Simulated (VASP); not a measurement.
# Ge (Im-3m) in VASP: notebook

Ge is run at these levels: PBE; tasks: single point, relaxation of cell and atoms.

All numbers are computed with VASP 6.6.1; they aren't measurements. Logs are shortened: lines on timing, memory, paths and dates and some standing lists are left out, and cuts for length are marked.

### 1 The cell of the first run

It takes space group Im-3m (No. 229, cubic). Conventional cell: a = 3.261 Å, b = 3.261 Å, c = 3.261 Å, α = 90.00°, β = 90.00°, γ = 90.00°. Within 3.7 Å of Ge (site symmetry m-3m) lie 14 Ge at 2.82 to 3.26 Å.

### 2 Single point, PBE

Input file INCAR:

```
SYSTEM = Ge
PREC = Accurate ; ENCUT = 520
EDIFF = 1E-6 ; ISMEAR = -1
SIGMA = 0.05 ; LREAL = .False.
LASPH = .True. ; NELM = 60
ALGO = Normal ; ISIF = 2
LWAVE = .False. ; LCHARG = .False.
GGA = PE ; NBANDS = 13
```

Input file KPOINTS:

```
Automatic mesh
0
Gamma
  17 17 17
  0 0 0
```

Input file POSCAR:

```
Ge
1.0
   -1.6305980556      1.6305980556      1.6305980556
    1.6305980556     -1.6305980556      1.6305980556
    1.6305980556      1.6305980556     -1.6305980556
Ge
1
Direct
    0.0000000000      0.0000000000      0.0000000000
```

Potentials or basis: VASP PAW PBE potentials, release 64 (Ge_d).

Started as:

```bash
> cat potpaw_PBE.64/Ge_d/POTCAR > POTCAR
> mpirun -np 1 vasp_std > vasp.out
```

OUTCAR:

```text
SYSTEM = Ge
   PREC = Accurate
   ENCUT = 520
   EDIFF = 1E-6
   ISMEAR = -1
   LREAL = .False.
   LASPH = .True.
   NELM = 60
   ISIF = 2
   GGA = PE

 ion  position               nearest neighbor table
   1  0.000  0.000  0.000-

  LATTYP: Found a body centered cubic cell.
 ALAT       =     3.2611961112

  Lattice vectors:

 A1 = (  -1.6305980556,   1.6305980556,   1.6305980556)
 A2 = (   1.6305980556,  -1.6305980556,   1.6305980556)
 A3 = (   1.6305980556,   1.6305980556,  -1.6305980556)

Analysis of symmetry for initial positions (statically):
=====================================================================
 Subroutine PRICEL returns:
 Original cell was already a primitive cell.

 Routine SETGRP: Setting up the symmetry group for a
 body centered cubic supercell.

 Subroutine GETGRP returns: Found 48 space group operations
 (whereof 48 operations were pure point group operations)
 out of a pool of 48 trial point group operations.

The static configuration has the point symmetry O_h .

Analysis of symmetry for dynamics (positions and initial velocities):
=====================================================================
 Subroutine PRICEL returns:
 Original cell was already a primitive cell.

 Routine SETGRP: Setting up the symmetry group for a
 body centered cubic supercell.

 Subroutine GETGRP returns: Found 48 space group operations
 (whereof 48 operations were pure point group operations)
 out of a pool of 48 trial point group operations.

The dynamic configuration has the point symmetry O_h .

 Subroutine INISYM returns: Found 48 space group operations
 (whereof 48 operations are pure point group operations),
 and found     1 'primitive' translations

----------------------------------------------------------------------------------------

                                     Primitive cell

  volume of cell :      17.3421

  direct lattice vectors                    reciprocal lattice vectors
    -1.630598056  1.630598056  1.630598056     0.000000000  0.306635960  0.306635960
     1.630598056 -1.630598056  1.630598056     0.306635960  0.000000000  0.306635960
     1.630598056  1.630598056 -1.630598056     0.306635960  0.306635960  0.000000000

  length of vectors
     2.824278679  2.824278679  2.824278679     0.433648733  0.433648733  0.433648733

  position of ions in fractional coordinates (direct lattice)
     0.000000000  0.000000000  0.000000000

  ion indices of the primitive-cell ions
   primitive index   ion index
                 1           1

----------------------------------------------------------------------------------------

 KPOINTS: Automatic mesh

Automatic generation of k-mesh.
 Grid dimensions read from file:
 generate k-points for:   17   17   17

 Generating k-lattice:

  Cartesian coordinates                     Fractional coordinates (reciprocal lattice)
     0.000000000  0.018037409  0.018037409     0.058823529  0.000000000  0.000000000
     0.018037409  0.000000000  0.018037409     0.000000000  0.058823529  0.000000000
     0.018037409  0.018037409  0.000000000     0.000000000  0.000000000  0.058823529

  Length of vectors
     0.025508749  0.025508749  0.025508749

  Shift w.r.t. Gamma in fractional coordinates (k-lattice)
     0.000000000  0.000000000  0.000000000

 Subroutine IBZKPT returns following result:
 ===========================================

 Found    165 irreducible k-points:

 Following reciprocal coordinates:
            Coordinates               Weight
  0.000000  0.000000  0.000000      1.000000
  0.058824  0.000000  0.000000     12.000000
  0.117647  0.000000  0.000000     12.000000
  0.176471  0.000000  0.000000     12.000000
  0.235294  0.000000  0.000000     12.000000
  0.294118  0.000000  0.000000     12.000000
[... 16 lines left out ...]
  0.411765  0.117647  0.000000     48.000000
  0.176471  0.176471  0.000000     24.000000
 [... further k-points ...]
   k-points           NKPTS =    165   k-points in BZ     NKDIM =    165   number of bands    NBANDS=     13
   number of dos      NEDOS =    301   number of ions     NIONS =      1
   total plane-waves  NPLWV =  13824
   dimension x,y,z NGX =    24 NGY =   24 NGZ =   24
   dimension x,y,z NGXF=    48 NGYF=   48 NGZF=   48
   ions per type =               1
   NGX,Y,Z   is equivalent  to a cutoff of  14.13, 14.13, 14.13 a.u.
   NGXF,Y,Z  is equivalent  to a cutoff of  28.25, 28.25, 28.25 a.u.
 SYSTEM =  Ge
   PREC   = accura    normal or accurate (medium, high low for compatibility)
   ISTART =      0    job   : 0-new  1-cont  2-samecut
   ICHARG =      2    charge: 1-file 2-atom 10-const
   ISPIN  =      1    spin polarized calculation?
   LNONCOLLINEAR =      F non collinear calculations
   LSORBIT =      F    spin-orbit coupling
   LASPH  =      T    aspherical Exc in radial PAW
   ENCUT  =  520.0 eV  38.22 Ry    6.18 a.u.   5.25  5.25  5.25*2*pi/ulx,y,z
   NELM   =     60;   NELMIN=  2; NELMDL= -5     # of ELM steps
   EDIFF  = 0.1E-05   stopping-criterion for ELM
   LREAL  =      F    real-space projection
   EDIFFG = 0.1E-04   stopping-criterion for IOM
   NSW    =      0    number of steps for IOM
   IBRION =     -1    ionic relax: 0-MD 1-quasi-New 2-CG
   NFREE  =      0    steps in history (QN), initial steepest desc. (CG)
   ISIF   =      2    stress and relaxation
   ISYM   =      2    0-nonsym 1-usesym 2-fastsym
   POTIM  = 0.5000    time-step for ionic-motion
   TEBEG  =    0.0;   TEEND  =   0.0 temperature during run
   PSTRESS=    0.0 pullay stress
   NELECT =      14.0000    total number of electrons
   NUPDOWN=      -1.0000    fix difference up-down
   EMIN   =  10.00;   EMAX   =-10.00  energy-range for DOS
   EFERMI =   0.00;   METHOD = LEGACY
   ISMEAR =    -1;   SIGMA  =   0.05  broadening in eV -4-tet -1-fermi 0-gaus
   EFERMI_NEDOS =   21; number of points for ismear=-14 and -15
   IALGO  =     38    algorithm
   IMIX   =      4    mixing-type and parameters
     AMIX     =   0.40;   BMIX     =  1.00
     AMIX_MAG =   1.60;   BMIX_MAG =  1.00
  volume/ion in A,a.u.               =      17.34       117.03
  Fermi-wavevector in a.u.,A,eV,Ry     =   1.524347  2.880599 31.614969  2.323635
  Thomas-Fermi vector in A             =   2.632667
   LORBIT       =      0    0 simple, 1 ext, 2 COOP (PROOUT), +10 PAW based schemes
   GGA     = PE    functional components
   LHFCALC =     F    Hartree Fock is set to
   AEXX    =    0.0000 exact exchange contribution
   IVDW    =     0    specifies the selected vdW correction
   LEPSILON=     F    determine dielectric tensor
   LRPA    =     F    only Hartree local field effects (RPA)
 non-spin polarized calculation
  energy-cutoff  :      520.00
  volume of cell :       17.34
 maximum number of plane-waves:       478
 NGX is ok and might be reduce to    24
   NGX = 11   NGY = 11   NGZ = 11

 number of electron      13.9999993 magnetization

 Free energy of the ion-electron system (eV)
  ---------------------------------------------------
  ext. energy  EPLUGINS =         0.00000000
  ---------------------------------------------------
  free energy    TOTEN  =        -4.13935939 eV

  energy without entropy =       -4.13802086  energy(sigma->0) =       -4.13869012

 E-fermi :   7.7349     XC(G=0): -11.7318

 val. band max:        7.6423031525   @ k =  -0.4118   0.4118   0.4118
 cond. band min:       7.8443310569   @ k =  -0.4706   0.4706   0.3529
 fundamental gap:      0.2020279044
 Fermi energy:         7.7349190681

 k-point     1 :       0.0000    0.0000    0.0000
  band No.  band energies     occupation
      1     -17.0747      2.00000
      2     -17.0747      2.00000
      3     -17.0747      2.00000
      4     -16.9649      2.00000
      5     -16.9649      2.00000
      6      -6.1674      2.00000
      7      17.8042      0.00000
      8      17.8042      0.00000
      9      17.8042      0.00000
     10      23.3408      0.00000
     11      23.3408      0.00000
     12      23.3408      0.00000
     13      25.1537      0.00000

 k-point     2 :       0.0588    0.0000    0.0000
  band No.  band energies     occupation
      1     -17.0761      2.00000
      2     -17.0730      2.00000
      3     -17.0689      2.00000
      4     -16.9663      2.00000
      5     -16.9650      2.00000
      6      -6.0696      2.00000
      7      16.9808      0.00000
      8      17.3870      0.00000
      9      17.6911      0.00000
     10      22.5474      0.00000
     11      22.6286      0.00000
     12      23.9355      0.00000
     13      24.4215      0.00000

 k-point     3 :       0.1176    0.0000    0.0000
  band No.  band energies     occupation
      1     -17.0799      2.00000
      2     -17.0686      2.00000
      3     -17.0521      2.00000
      4     -16.9703      2.00000
      5     -16.9653      2.00000
      6      -5.7762      2.00000
      7      15.0453      0.00000
      8      16.4719      0.00000
      9      17.3659      0.00000
     10      21.3765      0.00000
     11      21.3970      0.00000
     12      23.9543      0.00000
     13      24.8618      0.00000
[... 305 lines left out ...]
 k-point    23 :       0.4118    0.1176    0.0000
  band No.  band energies     occupation
      1     -17.1049      2.00000
      2     -17.0618      2.00000
      3     -16.9730      2.00000
      4     -16.9715      2.00000
      5     -16.9101      2.00000
      6       0.0957      2.00000
      7       2.5601      2.00000
      8      10.3730      0.00000
      9      13.6845      0.00000
     10      18.6260      0.00000
     11      21.1911      0.00000
     12      26.3915      0.00000
     13      28.1700      0.00000

 k-point    24 :       0.1765    0.1765    0.0000
  band No.  band energies     occupation
      1     -17.0881      2.00000
      2     -17.0580      2.00000
      3     -16.9840      2.00000
      4     -16.9739      2.00000
      5     -16.9609      2.00000
      6      -3.5279      2.00000
      7       9.0308      0.00000
      8      10.7692      0.00000
      9      14.6035      0.00000
     10      20.3114      0.00000
     11      21.2717      0.00000
     12      25.0497      0.00000
     13      26.9636      0.00000

 [... further k-points ...]
[... 5 lines left out ...]
  --------------------------------------------------------------------------------------
  -------------------------------------------------------------------------------------
  Total        0.8780332      0.8780332      0.8780332      0.0000000      0.0000000      0.0000000
  in kB       81.1186567     81.1186567     81.1186567      0.0000000      0.0000000      0.0000000
  external PRESSURE =      81.1186567 kB  Pullay stress =       0.0000000 kB

 VOLUME and BASIS-vectors are now :
 -----------------------------------------------------------------------------
  energy-cutoff  :      520.00
  volume of cell :       17.34
      direct lattice vectors                 reciprocal lattice vectors
    -1.630598056  1.630598056  1.630598056     0.000000000  0.306635960  0.306635960
     1.630598056 -1.630598056  1.630598056     0.306635960  0.000000000  0.306635960
     1.630598056  1.630598056 -1.630598056     0.306635960  0.306635960  0.000000000

 POSITION                                       TOTAL-FORCE (eV/Angst)
 -----------------------------------------------------------------------------------
      0.00000      0.00000      0.00000         0.000000      0.000000      0.000000
 -----------------------------------------------------------------------------------
    total drift:                                0.000000      0.000000     -0.000000

  FREE ENERGIE OF THE ION-ELECTRON SYSTEM (eV)
  ---------------------------------------------------
  free  energy   TOTEN  =        -4.1393593876 eV

  energy  without entropy=       -4.1380208588  energy(sigma->0) =       -4.13869012
```

Run time: 8.7 s. Hardware: 1 thread of Intel Xeon 6975P-C (Granite Rapids), shared host; peak memory 0.16 GiB.

What came out:

| Property | Result |
| --- | --- |
| Free energy | -4.1394 eV |
| Pressure | 8.1 GPa |
| Band gap on the k mesh | zero (band 7 reaches 17.80 eV, above the bottom of band 8 at 4.41 eV) |

### 3 Relaxation of cell and atoms, PBE, target pressure 8.2 GPa, at which the enthalpy is minimised

Input file INCAR:

```
SYSTEM = Ge
PREC = Accurate ; ENCUT = 600
EDIFF = 1E-6 ; ISMEAR = -1
SIGMA = 0.05 ; LREAL = .FALSE.
LASPH = .TRUE. ; NELM = 100
ALGO = Normal ; ISIF = 3
LWAVE = .FALSE. ; LCHARG = .FALSE.
GGA = PE ; IBRION = 2
NSW = 60 ; EDIFFG = -0.005
PSTRESS = 82.0
```

Input file KPOINTS:

```
regular mesh
0
G
  17 17 17
  0 0 0
```

POSCAR is that of step 2.

Potentials or basis: VASP PAW PBE potentials, release 64 (Ge_d).

Started as:

```bash
> cat potpaw_PBE.64/Ge_d/POTCAR > POTCAR
> mpirun -np 1 vasp_std > vasp.out
```

Run time: 21 s. Hardware: 1 thread of Intel Xeon 6975P-C (Granite Rapids), shared host; peak memory 0.16 GiB.

The run converged. Its results:

```yaml
Free_energy: -4.1394 eV
Energy_change_on_relaxing_the_enthalpy_is_what_falls: +0.0 meV/atom
Ionic_steps: 6
Pressure_after_relaxing: 8.2 GPa
Band_gap_on_the_k_mesh: zero (band 7 reaches 17.80 eV, above the bottom of band 8 at 4.41 eV)
```

Final structure:
```
Ge
1.0
    -1.63059    1.63059    1.63059
     1.63059   -1.63059    1.63059
     1.63059    1.63059   -1.63059
Ge
1
Cartesian
  0.0000 0.0000 0.0000
```

Levels at points of the mesh, in eV from the Fermi level:
```csv
k point,band 5,band 6,band 7,band 8,band 9,band 10
"(0.00, 0.00, 0.00)",-24.70,-13.90,10.07,10.07,10.07,15.61
```

Caveat: the cell is relaxed towards a set pressure, so the enthalpy falls and the energy may rise.
